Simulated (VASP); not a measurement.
# ZrB2 (P6/mmm) in VASP: a series of runs

ZrB2 is run at these levels: LDA; tasks: electric field gradients.

Program: VASP 6.6.1. These are calculated values, not measurements. Logs are shortened: lines on timing, memory, paths and dates and some standing lists are left out, and cuts for length are marked.

## Step 1: The cell of the first run

Symmetry: P6/mmm, No. 191, hexagonal system. The conventional cell has a = 3.227 Å, b = 3.227 Å, c = 3.589 Å, α = 90.00°, β = 90.00°, γ = 120.00°. Within 3.4 Å of Zr (site symmetry 6/mmm) lie 12 B at 2.59 Å and 6 Zr at 3.23 Å. B (site symmetry -6m2) has 3 B at 1.86 Å within 2.5 Å.

## Step 2: Electric field gradients, LDA (volume scaled by 1.06)

Contents of INCAR:

```
PREC = Accurate ; ENCUT = 520
EDIFF = 1E-8 ; ISMEAR = -1
SIGMA = 0.03 ; LREAL = F
LASPH = T ; NELM = 100
ALGO = Normal ; ISIF = 2
LWAVE = F ; LCHARG = F
LEFG = T ; NBANDS = 16
```

Contents of KPOINTS:

```
Automatic mesh
0
Gamma
  13 13 10
```

Contents of POSCAR:

```
ZrB2
1.0
    3.2270744050      0.0000000000      0.0000000000
   -1.6135372026      2.7947284147      0.0000000000
    0.0000000000      0.0000000000      3.5890371349
Zr B
1 2
Direct
    0.0000000000      0.0000000000      0.0000000000
    0.3333333333      0.6666666667      0.5000000000
    0.6666666667      0.3333333333      0.5000000000
```

Potentials or basis: VASP PAW LDA potentials, release 64 (Zr_sv, B).

Launch:

```sh
> cat potpaw_LDA.64/Zr_sv/POTCAR potpaw_LDA.64/B/POTCAR > POTCAR
> mpirun -np 1 vasp_std > vasp.out
```

OUTCAR:

```text
PREC = Accurate
   ENCUT = 520
   EDIFF = 1E-8
   ISMEAR = -1
   LREAL = F
   LASPH = T
   NELM = 100
   ISIF = 2

 ion  position               nearest neighbor table
   1  0.000  0.000  0.000-   2 2.59   3 2.59   2 2.59   3 2.59   3 2.59   3 2.59   2 2.59   2 2.59
                             3 2.59   3 2.59   2 2.59   2 2.59
   2  0.333  0.667  0.500-   3 1.86   3 1.86   3 1.86   1 2.59   1 2.59   1 2.59   1 2.59   1 2.59
                             1 2.59
   3  0.667  0.333  0.500-   2 1.86   2 1.86   2 1.86   1 2.59   1 2.59   1 2.59   1 2.59   1 2.59
                             1 2.59

  LATTYP: Found a hexagonal cell.
 ALAT       =     3.2270744050
 C/A-ratio  =     1.1121643583

  Lattice vectors:

 A1 = (   3.2270744050,   0.0000000000,   0.0000000000)
 A2 = (  -1.6135372026,   2.7947284147,   0.0000000000)
 A3 = (   0.0000000000,   0.0000000000,   3.5890371349)

Analysis of symmetry for initial positions (statically):
=====================================================================
 Subroutine PRICEL returns:
 Original cell was already a primitive cell.

 Routine SETGRP: Setting up the symmetry group for a
 hexagonal supercell.

 Subroutine GETGRP returns: Found 24 space group operations
 (whereof 24 operations were pure point group operations)
 out of a pool of 24 trial point group operations.

The static configuration has the point symmetry D_6h.

Analysis of symmetry for dynamics (positions and initial velocities):
=====================================================================
 Subroutine PRICEL returns:
 Original cell was already a primitive cell.

 Routine SETGRP: Setting up the symmetry group for a
 hexagonal supercell.

 Subroutine GETGRP returns: Found 24 space group operations
 (whereof 24 operations were pure point group operations)
 out of a pool of 24 trial point group operations.

The dynamic configuration has the point symmetry D_6h.

 Subroutine INISYM returns: Found 24 space group operations
 (whereof 24 operations are pure point group operations),
 and found     1 'primitive' translations

----------------------------------------------------------------------------------------

                                     Primitive cell

  volume of cell :      32.3688

  direct lattice vectors                    reciprocal lattice vectors
     3.227074405  0.000000000  0.000000000     0.309878198  0.178908261  0.000000000
    -1.613537203  2.794728415  0.000000000     0.000000000  0.357816522  0.000000000
     0.000000000  0.000000000  3.589037135     0.000000000  0.000000000  0.278626262

  length of vectors
     3.227074405  3.227074405  3.589037135     0.357816522  0.357816522  0.278626262

  position of ions in fractional coordinates (direct lattice)
     0.000000000  0.000000000  0.000000000
     0.333333333  0.666666667  0.500000000
     0.666666667  0.333333333  0.500000000

  ion indices of the primitive-cell ions
   primitive index   ion index
                 1           1
                 2           2
                 3           3

----------------------------------------------------------------------------------------

 KPOINTS: Automatic mesh

Automatic generation of k-mesh.
 Grid dimensions read from file:
 generate k-points for:   13   13   10

 Generating k-lattice:

  Cartesian coordinates                     Fractional coordinates (reciprocal lattice)
     0.023836784  0.013762174  0.000000000     0.076923077  0.000000000  0.000000000
     0.000000000  0.027524348  0.000000000     0.000000000  0.076923077  0.000000000
     0.000000000  0.000000000  0.027862626     0.000000000  0.000000000  0.100000000

  Length of vectors
     0.027524348  0.027524348  0.027862626

  Shift w.r.t. Gamma in fractional coordinates (k-lattice)
     0.000000000  0.000000000  0.000000000

 Subroutine IBZKPT returns following result:
 ===========================================

 Found    126 irreducible k-points:

 Following reciprocal coordinates:
            Coordinates               Weight
  0.000000  0.000000  0.000000      1.000000
  0.076923 -0.000000  0.000000      6.000000
  0.153846 -0.000000  0.000000      6.000000
  0.230769  0.000000  0.000000      6.000000
  0.307692 -0.000000  0.000000      6.000000
  0.384615  0.000000  0.000000      6.000000
[... 16 lines left out ...]
  0.076923 -0.000000  0.100000     12.000000
  0.153846 -0.000000  0.100000     12.000000
 [... further k-points ...]
   k-points           NKPTS =    126   k-points in BZ     NKDIM =    126   number of bands    NBANDS=     16
   number of dos      NEDOS =    301   number of ions     NIONS =      3
   total plane-waves  NPLWV =  16128
   dimension x,y,z NGX =    24 NGY =   24 NGZ =   28
   dimension x,y,z NGXF=    48 NGYF=   48 NGZF=   56
   ions per type =               1   2
   NGX,Y,Z   is equivalent  to a cutoff of  12.36, 12.36, 12.97 a.u.
   NGXF,Y,Z  is equivalent  to a cutoff of  24.73, 24.73, 25.94 a.u.
 SYSTEM =  unknown system
   PREC   = accura    normal or accurate (medium, high low for compatibility)
   ISTART =      0    job   : 0-new  1-cont  2-samecut
   ICHARG =      2    charge: 1-file 2-atom 10-const
   ISPIN  =      1    spin polarized calculation?
   LNONCOLLINEAR =      F non collinear calculations
   LSORBIT =      F    spin-orbit coupling
   LASPH  =      T    aspherical Exc in radial PAW
   ENCUT  =  520.0 eV  38.22 Ry    6.18 a.u.   6.00  6.00  6.67*2*pi/ulx,y,z
   NELM   =    100;   NELMIN=  2; NELMDL= -5     # of ELM steps
   EDIFF  = 0.1E-07   stopping-criterion for ELM
   LREAL  =      F    real-space projection
   EDIFFG = 0.1E-06   stopping-criterion for IOM
   NSW    =      0    number of steps for IOM
   IBRION =     -1    ionic relax: 0-MD 1-quasi-New 2-CG
   NFREE  =      0    steps in history (QN), initial steepest desc. (CG)
   ISIF   =      2    stress and relaxation
   ISYM   =      2    0-nonsym 1-usesym 2-fastsym
   POTIM  = 0.5000    time-step for ionic-motion
   TEBEG  =    0.0;   TEEND  =   0.0 temperature during run
   PSTRESS=    0.0 pullay stress
   NELECT =      18.0000    total number of electrons
   NUPDOWN=      -1.0000    fix difference up-down
   EMIN   =  10.00;   EMAX   =-10.00  energy-range for DOS
   EFERMI =   0.00;   METHOD = LEGACY
   ISMEAR =    -1;   SIGMA  =   0.03  broadening in eV -4-tet -1-fermi 0-gaus
   EFERMI_NEDOS =   21; number of points for ismear=-14 and -15
   IALGO  =     38    algorithm
   IMIX   =      4    mixing-type and parameters
     AMIX     =   0.40;   BMIX     =  1.00
     AMIX_MAG =   1.60;   BMIX_MAG =  1.00
  volume/ion in A,a.u.               =      10.79        72.81
  Fermi-wavevector in a.u.,A,eV,Ry     =   1.346243  2.544031 24.658797  1.812370
  Thomas-Fermi vector in A             =   2.474091
   LORBIT       =      0    0 simple, 1 ext, 2 COOP (PROOUT), +10 PAW based schemes
   GGA     = CA    functional components
   LHFCALC =     F    Hartree Fock is set to
   AEXX    =    0.0000 exact exchange contribution
   IVDW    =     0    specifies the selected vdW correction
   LEPSILON=     F    determine dielectric tensor
   LRPA    =     F    only Hartree local field effects (RPA)
 non-spin polarized calculation
  energy-cutoff  :      520.00
  volume of cell :       32.37
 maximum number of plane-waves:       898
   NGX = 13   NGY = 13   NGZ = 13

 number of electron      18.0000000 magnetization

 Free energy of the ion-electron system (eV)
  ---------------------------------------------------
  ext. energy  EPLUGINS =         0.00000000
  ---------------------------------------------------
  free energy    TOTEN  =       -27.31556271 eV

  energy without entropy =      -27.31435641  energy(sigma->0) =      -27.31495956

 E-fermi :   9.9927     XC(G=0): -12.3504

 val. band max:        9.9900844822   @ k =   0.3077   0.1538   0.0000
 cond. band min:      10.0018410000   @ k =   0.0769   0.0769   0.3000
 fundamental gap:      0.0117565178
 Fermi energy:         9.9926608723

 k-point     1 :       0.0000    0.0000    0.0000
  band No.  band energies     occupation
      1     -38.6166      2.00000
      2     -16.9283      2.00000
      3     -16.4406      2.00000
      4     -16.4406      2.00000
      5      -2.4274      2.00000
      6       7.3541      2.00000
[... 433 lines left out ...]
      3     -16.6188      2.00000
      4     -16.4784      2.00000
      5      -1.8667      2.00000
      6       6.1859      2.00000
[... 8 lines left out ...]
     15      16.1226      0.00000
     16      16.8929      0.00000

 [... further k-points ...]

------------------------ aborting loop because EDIFF is reached ----------------------------------------

  FORCE on cell =-STRESS in cart. coord.  units (eV):
  Direction    XX          YY          ZZ          XY          YZ          ZX
  --------------------------------------------------------------------------------------
  -------------------------------------------------------------------------------------
  Total       -3.9835035     -3.9835035     -3.5146275      0.0000000     -0.0000000     -0.0000000
  in kB     -197.1738187   -197.1738187   -173.9655881      0.0000000     -0.0000000     -0.0000000
  external PRESSURE =    -189.4377418 kB  Pullay stress =       0.0000000 kB

 VOLUME and BASIS-vectors are now :
 -----------------------------------------------------------------------------
  energy-cutoff  :      520.00
  volume of cell :       32.37
      direct lattice vectors                 reciprocal lattice vectors
     3.227074405  0.000000000  0.000000000     0.309878198  0.178908261  0.000000000
    -1.613537203  2.794728415  0.000000000     0.000000000  0.357816522  0.000000000
     0.000000000  0.000000000  3.589037135     0.000000000  0.000000000  0.278626262

 POSITION                                       TOTAL-FORCE (eV/Angst)
 -----------------------------------------------------------------------------------
      0.00000      0.00000      0.00000         0.000000     -0.000000      0.000000
     -0.00000      1.86315      1.79452         0.000000     -0.000000      0.000000
      1.61354      0.93158      1.79452        -0.000000      0.000000     -0.000000
 -----------------------------------------------------------------------------------
    total drift:                               -0.000000      0.000000      0.000000

  FREE ENERGIE OF THE ION-ELECTRON SYSTEM (eV)
  ---------------------------------------------------
  free  energy   TOTEN  =       -27.3155627094 eV

  energy  without entropy=      -27.3143564109  energy(sigma->0) =      -27.31495956

 Electric field gradients (V/A^2)
---------------------------------------------------------------------
 ion       V_xx      V_yy      V_zz      V_xy      V_xz      V_yz
---------------------------------------------------------------------
   1     -21.825   -21.825    43.651     0.000     0.000     0.000
   2      -0.858    -0.858     1.715    -0.000     0.000    -0.000
   3      -0.858    -0.858     1.715    -0.000     0.000    -0.000
---------------------------------------------------------------------

 Electric field gradients after diagonalization (V/A^2)
 (convention: |V_zz| > |V_xx| > |V_yy|)
----------------------------------------------------------------------
 ion       V_xx      V_yy      V_zz     asymmetry (V_yy - V_xx)/ V_zz
----------------------------------------------------------------------
   1     -21.826   -21.825    43.651       0.000
   2      -0.858    -0.858     1.715       0.000
   3      -0.858    -0.858     1.715       0.000
----------------------------------------------------------------------

           NMR quadrupolar parameters

 Cq : quadrupolar parameter    Cq=e*Q*V_zz/h
 eta: asymmetry parameters     (V_yy - V_xx)/ V_zz
 Q  : nuclear electric quadrupole moment in mb (millibarn)
----------------------------------------------------------------------
 ion       Cq(MHz)       eta       Q (mb)
----------------------------------------------------------------------
   1       0.106       0.000       1.000
   2       0.004       0.000       1.000
   3       0.004       0.000       1.000
----------------------------------------------------------------------
```

Wall time 92 s (1 thread of AMD EPYC 7R13, shared host); peak memory 0.15 GiB.

What came out:

- Free energy: -27.3156 eV
- Pressure: -18.9 GPa
- Band gap on the k mesh: zero (band 9 reaches 10.43 eV, above the bottom of band 10 at 9.61 eV)

Electric field gradients, principal values (V/Å²):
```
atom    least   middle  greatest (by size)
1 Zr  -21.825  -21.826              43.651
 2 B   -0.858   -0.858               1.715
 3 B   -0.858   -0.858               1.715
```

Caveat: without QUAD_EFG the Cq values of the log hold for a quadrupole moment of 1 mb, not for the nuclei.

(Continued in part 2 of 3.)
